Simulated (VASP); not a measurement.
A run of VASP 6.6.1 is set up as follows.

Contents of INCAR:

```
PREC = Accurate ; ENCUT = 520
EDIFF = 1E-6 ; ISMEAR = 0
SIGMA = 0.05 ; LREAL = F
LASPH = T ; NELM = 60
ALGO = Normal ; ISIF = 2
LWAVE = F ; LCHARG = T
GGA = CA ; LELF = T
LVHAR = T ; NBANDS = 16
```

Contents of KPOINTS:

```
regular mesh
0
Gamma
  9 9 8
```

File POSCAR:

```
YHSe
1.0
    4.1482058427      0.0000000000      0.0000000000
   -2.0741029213      3.5924516399      0.0000000000
    0.0000000000      0.0000000000      3.6023055952
Y H Se
1 1 1
Direct
    0.0000000000      0.0000000000      0.0000000000
    0.3333333333      0.6666666667      0.0000000000
    0.6666666667      0.3333333333      0.5000000000
```

Potentials or basis: VASP PAW LDA potentials, release 64 (Y_sv, H, Se).

Run with:

```sh
$ cat potpaw_LDA.64/Y_sv/POTCAR potpaw_LDA.64/H/POTCAR potpaw_LDA.64/Se/POTCAR > POTCAR
$ mpirun -np 1 vasp_std > vasp.out
```

Q: Predict the pressure.

A: -9.5 GPa.

Q: What does it give for the band gap on the k mesh?

A: 0.07 eV (least direct gap 0.98 eV).

Stress tensor (GPa, compression positive):
```
-16.03   0.00   0.00
  0.00 -16.03   0.00
  0.00   0.00   3.44
```

Caveat: the cell differs from its parent crystal (strain +0.080 along x and y, -0.080 along z); the stress differs along the axes, from -16 to 3 GPa; semilocal functionals underestimate gaps, and a narrow one can read as zero. A k mesh can miss the band edges.
